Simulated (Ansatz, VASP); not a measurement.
Two plane-wave programs on CaSe

```xyz
2
Lattice="0.0000 3.0093 3.0093 3.0093 0.0000 3.0093 3.0093 3.0093 0.0000" Properties=species:S:1:pos:R:3 pbc="T T T"
Ca    0.0000    0.0000    0.0000
Se    3.0093    3.0093    3.0093
```

Alike in both runs: task single point; functional PBE; k mesh 6 × 6 × 6; no spin polarisation.

```csv
,VASP,Ansatz
version,VASP 6.6.1,Ansatz 0.2.0
potentials or method,"VASP PAW PBE potentials, release 64 (Ca_sv, Se)","plane waves, PAW"
plane-wave cutoff (eV),520,420
occupations,"gaussian, width 0.01 eV",fixed
valence electrons in the cell,16,26
```

```tsv
	VASP	Ansatz	Ansatz less VASP
gap on the k mesh at the Fermi level (eV)	2.14	2.15	+0.008
pressure (GPa)	-1.2	-1.4	-0.14
```

VASP's potentials hold 16 valence electrons a cell and Ansatz's 26, so a difference there can come from the potentials and not from the codes.
